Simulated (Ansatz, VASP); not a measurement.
C: VASP beside Ansatz

File INCAR:

```
ALGO = Normal
EDIFF = 1E-6
ENCUT = 520
GGA = CA
ISIF = 2
ISMEAR = 0
LASPH = True
LCHARG = True
LELF = True
LREAL = False
LVHAR = True
LWAVE = False
NBANDS = 11
NELM = 60
PREC = Accurate
SIGMA = 0.03
```

The input KPOINTS:

```
k-points
0
Gamma
  16 16 16
```

POSCAR

```
C
1.0
   -0.1007924773      2.1166507492      3.3597492418
    1.1219921904      0.0000000000      3.3230657018
    1.2227846677      2.1166507492     -0.0366835400
C
2
Direct
    0.1667065656      0.8332934344      0.1667065656
    0.8332934344      0.1667065656      0.8332934344
```

Input for Ansatz:

```yaml
crystal:
  lattice:
    - [-0.1007924773, 2.1166507492, 3.3597492418]
    - [1.1219921904, 0.0, 3.3230657018]
    - [1.2227846677, 2.1166507492, -0.03668354]
  atoms:
    - { symbol: C, position: [0.1667065656, 0.8332934344, 0.1667065656] }
    - { symbol: C, position: [0.8332934344, 0.1667065656, 0.8332934344] }
basis:
  ecutwfc: 420
kpoints:
  mp_grid: { grid: [16, 16, 16] }
hamiltonian:
  xc: lda
scf:
  occupations: { method: gaussian, width: 0.03 }
output:
  forces: true
  stress: true
  eigenvalues: true
```

Change from the starting cell: strain -0.0600 x Voigt [0, 0, 0, 0, 1, 0], atoms carried along.

Alike in both runs: task single point; functional LDA; k mesh 16 × 16 × 16; occupations gaussian, width 0.03 eV; no spin polarisation.

```csv
,VASP,Ansatz
version,VASP 6.6.1,Ansatz 0.2.0
potentials or method,"VASP PAW LDA potentials, release 64 (C), cutoff 520 eV","scalar-relativistic, plane waves, PAW"
valence electrons in the cell,8,8
```

Ansatz gave:

```
gap on the k mesh at the Fermi level (eV)                     : 0.17
least direct gap on the mesh (eV)                             : 0.29
pressure (GPa)                                                : -0.1
traceless stress, the component that is largest in VASP (GPa) : 0.51
rms of the force components (eV/Å)                            : 0.010
```

Question: Estimate VASP's values.

Answer: gap on the k mesh at the Fermi level (eV): 0.17; least direct gap on the mesh (eV): 0.29; pressure (GPa): 0.7; traceless stress, the component that is largest in VASP (GPa): 0.48; rms of the force components (eV/Å): 0.010.

LDA's correlation is that of Perdew and Zunger in VASP and of Perdew and Wang (1992) in Ansatz. Atom by atom the forces differ by 0.000 eV/Å (rms over components).
